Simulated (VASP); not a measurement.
## MnPt2: single point with LDA

The system is MnPt2.

```
CELL_PARAMETERS angstrom
2.81977 0.00000 0.00000
-1.40989 2.44199 0.00000
0.00000 0.00000 6.44422
ATOMIC_POSITIONS crystal
Pt 0.66667 0.33333 0.31621
Pt 0.33333 0.66667 0.68379
Mn 0.00000 0.00000 0.00000
```

```yaml
Program: VASP 6.6.1
Task: single point
Functional: LDA
Potentials_or_basis: VASP PAW LDA potentials, release 64 (Pt, Mn_pv)
Cutoff: 520 eV
k_mesh: 11 × 11 × 4
Occupations: fermi-dirac, width 0.05 eV
Spin: collinear spin, ferromagnetic start
Starting_moments: "[0.0, 0.0, 4.0] μB"
Dipole_correction: no
Further_INCAR_settings: ALGO = Normal; EDIFF = 1e-06; NBANDS = 28
```

```
Pressure                                              : -10.1 GPa
Largest force                                         : 0.033 eV/Å
Net moment                                            : 3.90 μB per cell
Site moments                                          : Pt +0.22; Mn +3.29 μB
Valence electrons inside the program's atomic spheres : Pt 9.30; Mn 11.64
```

Forces on the atoms (eV/Å):
```
Pt   0.000  0.000 -0.033
Pt   0.000  0.000  0.033
Mn   0.000  0.000  0.000
```

Stress tensor (GPa, compression positive):
```
-11.79   0.00   0.00
  0.00 -11.79   0.00
  0.00   0.00  -6.74
```

Levels at points of the mesh, in eV from the Fermi level:
Spin up:
| k point | band 14 | band 15 | band 16 | band 17 | band 18 | band 19 | band 20 | band 21 | band 22 | band 23 |
| --- | --- | --- | --- | --- | --- | --- | --- | --- | --- | --- |
| (0.00, 0.00, 0.00) | -2.69 | -1.94 | -1.32 | -1.32 | -1.13 | -1.13 | -0.58 | -0.58 | 10.42 | 11.61 |
| (0.00, 0.00, 0.50) | -2.33 | -1.86 | -1.86 | -1.44 | -1.44 | 0.06 | 0.06 | 0.23 | 6.53 | 14.30 |
Spin down:
| k point | band 13 | band 14 | band 15 | band 16 | band 17 | band 18 |
| --- | --- | --- | --- | --- | --- | --- |
| (0.00, 0.00, 0.00) | -2.06 | -2.06 | -1.00 | -1.00 | 0.30 | 1.03 |
| (0.00, 0.00, 0.50) | -1.72 | -1.60 | -1.60 | -0.12 | 0.53 | 1.07 |

Run time: 3.6 min on 1 thread of Intel Xeon 8259CL (shared host), peak memory 0.24 GiB.

Caveat: the cell stands under tension; spin-orbit coupling is left out, which moves the levels of the heavy elements.
